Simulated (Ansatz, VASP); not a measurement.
One calculation of BN, two programs

```
B N
1.0
     2.50644    0.00000    0.00000
    -1.25322    2.17064    0.00000
     0.00000    0.00000    6.35217
B N
2 2
Cartesian
  0.0000 1.4471 1.5880
  1.2532 0.7235 4.7641
  0.0000 1.4471 4.7641
  1.2532 0.7235 1.5880
```

Change from the starting cell: strain +0.000 along x and y, -0.040 along z, atoms carried along.

Alike in both runs: task single point; functional PBE; dispersion D3(BJ); k mesh 12 × 12 × 4; occupations gaussian, width 0.05 eV; no spin polarisation.

|  | VASP | Ansatz |
| --- | --- | --- |
| version | VASP 6.6.1 | Ansatz 0.2.0 |
| potentials or method | VASP PAW PBE potentials, release 64 (B, N), cutoff 520 eV | scalar-relativistic, plane waves, PAW |
| valence electrons in the cell | 16 | 16 |

Ansatz gave:

* gap on the k mesh at the Fermi level (eV): 4.18
* least direct gap on the mesh (eV): 4.54
* pressure (GPa): 0.5
* traceless stress, the component that is largest in VASP (GPa): 1.04

**Question.** Estimate VASP's values.

**Answer.** gap on the k mesh at the Fermi level (eV): 4.17; least direct gap on the mesh (eV): 4.53; pressure (GPa): 0.5; traceless stress, the component that is largest in VASP (GPa): 0.83.
